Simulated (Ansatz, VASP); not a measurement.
Two plane-wave programs on BeS

File POSCAR:

```
BeS
1.0
    0.0000000000      2.3554347085      2.4343062304
    2.3554347085      0.0000000000      2.4343062304
    2.3554347085      2.3554347085      0.0000000000
Be S
1 1
Direct
    0.0000000000      0.0000000000      0.0000000000
    0.2500000000      0.2500000000      0.2500000000
```

INCAR.step1

```
SYSTEM = BeS
PREC = Accurate ; ENCUT = 520
ISMEAR = 0 ; SIGMA = 0.01
LREAL = .False. ; LASPH = .True.
NELM = 60 ; NBANDS = 11
GGA = PE ; ALGO = Normal
EDIFF = 1E-4 ; LWAVE = .True.
LCHARG = .False.
```

File INCAR.step2:

```
SYSTEM = BeS
PREC = Accurate ; ENCUT = 520
EDIFF = 1E-6 ; ISMEAR = 0
SIGMA = 0.01 ; LREAL = .False.
LASPH = .True. ; NELM = 60
ALGO = Normal ; ISIF = 2
LWAVE = .False. ; LCHARG = .False.
METAGGA = R2SCAN ; LMIXTAU = .True.
NBANDS = 11 ; ISTART = 1
```

File KPOINTS:

```
regular mesh
0
Gamma
  10 10 10
  0 0 0
```

Input for Ansatz:

```yaml
crystal:
  lattice:
    - [0.0, 2.3554347085, 2.4343062304]
    - [2.3554347085, 0.0, 2.4343062304]
    - [2.3554347085, 2.3554347085, 0.0]
  atoms:
    - { symbol: Be, position: [0.0, 0.0, 0.0] }
    - { symbol: S, position: [0.25, 0.25, 0.25] }
kpoints:
  mp_grid: { grid: [10, 10, 10] }
  band_path:
    path:
      - [0.0, 0.0, 0.0]
      - [-0.5, -0.5, 0.0]
      - [-0.375, -0.375, 0.25]
      - [-0.375, 0.0, 0.375]
      - [0.0, 0.0, 0.5]
      - [-0.5, -0.25, 0.25]
      - [-0.0375, 0.0, 0.0375]
    npoints: 1
hamiltonian:
  xc: r2scan
scf:
  occupations: { method: fixed }
  n_extra_bands: 4
output:
  forces: true
  stress: true
  eigenvalues: true
```

Change from the starting cell: biaxial_xy strain -3.2%.

Alike in both runs: task single point; functional r2SCAN; k mesh 10 × 10 × 10; no spin polarisation.

```csv
,VASP,Ansatz
version,VASP 6.6.1,Ansatz 0.2.0
potentials or method,"VASP PAW PBE potentials, release 64 (Be, S)","plane waves, PAW"
plane-wave cutoff (eV),520,500
occupations,"gaussian, width 0.01 eV",fixed
valence electrons in the cell,8,8
```

Ansatz gave:

- gap on the k mesh at the Fermi level (eV): 3.27
- pressure (GPa): 7.2
- traceless stress, the component that is largest in VASP (GPa): -2.46

Task: Which values does VASP return?

Result: gap on the k mesh at the Fermi level (eV): 3.28; pressure (GPa): 7.5; traceless stress, the component that is largest in VASP (GPa): -2.43.

VASP's potentials were made for PBE, not for r2SCAN.
